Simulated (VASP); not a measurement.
## Yb: single point with PBE

Yb:

```
Yb
1.0
    -2.05232    2.05232    2.05232
     2.05232   -2.05232    2.05232
     2.05232    2.05232   -2.05232
Yb
1
Direct
  0.00000 0.00000 0.00000
```

This isn't the form of Yb at room conditions, which is fcc.

```json
{"Program": "VASP 6.6.1", "Task": "single point", "Functional": "PBE", "Potentials or basis": "VASP PAW PBE potentials, release 64 (Yb)", "Cutoff": "520 eV", "k mesh": "15 × 15 × 15", "Occupations": "fermi-dirac, width 0.05 eV", "Spin": "no spin polarisation", "Dipole correction": "no", "Further INCAR settings": "ALGO = Normal; EDIFF = 1e-06; NBANDS = 18"}
```

| Quantity | Value |
| --- | --- |
| Pressure | -0.3 GPa |
| Band gap on the k mesh | zero (bands 12 and 13 overlap by 0.66 eV) |

Levels at points of the mesh, in eV from the Fermi level:
```csv
k point,band 8,band 9,band 10,band 11,band 12,band 13,band 14,band 15,band 16,band 17
"(0.00, 0.00, 0.00)",-0.44,-0.30,-0.30,-0.30,-0.27,2.97,2.97,2.97,4.93,4.93
```

Wall time 120 s on 1 thread of Intel(R) Xeon(R) Platinum 8488C (Sapphire Rapids) (shared host), peak memory 0.23 GiB.

Caveat: spin-orbit coupling is left out, which moves the levels of the heavy elements. Spin polarisation is off, so any magnetic state and its effect on volume and gap are missing.
